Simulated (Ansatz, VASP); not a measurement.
# AgCl: VASP beside Ansatz

INCAR

```
PREC     = Accurate       # precision mode
ENCUT    = 520            # plane-wave cutoff, eV
EDIFF    = 1E-6           # SCF threshold, eV
ISMEAR   = -1             # smearing method
SIGMA    = 0.02           # smearing width, eV
LREAL    = False          # projectors in reciprocal space
LASPH    = True           # aspherical terms in the spheres
NELM     = 100            # most SCF steps
ALGO     = Normal         # electronic algorithm
ISIF     = 2              # what is computed and relaxed
LWAVE    = False          # write WAVECAR
LCHARG   = True           # write CHGCAR
GGA      = CA             # functional
LELF     = True           # ELF
LVHAR    = True         
NBANDS   = 16             # bands
```

File KPOINTS:

```
Automatic mesh
0
Gamma
  8 8 8
```

File POSCAR:

```
AgCl
1.0
   -0.0831945000      2.7315527500      2.7315527500
    2.7315527500     -0.0831945000      2.7315527500
    2.7315527500      2.7315527500     -0.0831945000
Ag Cl
1 1
Direct
    0.5000000000      0.5000000000      0.5000000000
    0.0000000000      0.0000000000      0.0000000000
```

Input for Ansatz:

```yaml
crystal:
  lattice:
    - [-0.0831945, 2.73155275, 2.73155275]
    - [2.73155275, -0.0831945, 2.73155275]
    - [2.73155275, 2.73155275, -0.0831945]
  atoms:
    - { symbol: Ag, position: [0.5, 0.5, 0.5] }
    - { symbol: Cl, position: [0.0, 0.0, 0.0] }
kpoints:
  mp_grid: { grid: [8, 8, 8] }
  band_path:
    path:
      - [0.0, 0.0, 0.0]
      - [0.5, 0.5, 0.5]
      - [0.2579113083, 0.5, 0.7420886917]
      - [-0.2579113083, 0.2579113083, 0.5]
      - [0.0, 0.0, 0.5]
      - [0.0, 0.0, 0.0]
      - [-0.3789556542, 0.0, 0.3789556542]
      - [0.0, 0.3789556542, 0.6210443458]
      - [0.0, 0.5, 0.5]
    npoints: 5
scf:
  occupations: { method: fermi_dirac, width: 0.02 }
hamiltonian:
  xc: lda
  pseudopotentials: { kind: all_electron, lapw: { basis_error: 0.0005 } }
output:
  forces: true
  stress: true
  eigenvalues: true
```

Change from the starting cell: equal xy, yz and zx shear strains of -3 %.

Alike in both runs: task single point; functional LDA; k mesh 8 × 8 × 8; occupations fermi-dirac, width 0.02 eV; no spin polarisation.

|  | VASP | Ansatz |
| --- | --- | --- |
| version | VASP 6.6.1 | Ansatz 0.2.0 |
| potentials or method | VASP PAW LDA potentials, release 64 (Ag, Cl), cutoff 520 eV | all-electron LAPW, scalar-relativistic |

VASP gave:

* pressure (GPa): -5.6
* traceless stress, the component that is largest in VASP (GPa): 0.24

Task: What did Ansatz give for the same quantities?

Result: Pressure (GPa): -5.6; traceless stress, the component that is largest in VASP (GPa): 0.25.

LDA's correlation is that of Perdew and Zunger in VASP and of Perdew and Wang (1992) in Ansatz. Ansatz ran all-electron here, and VASP with PAW potentials.
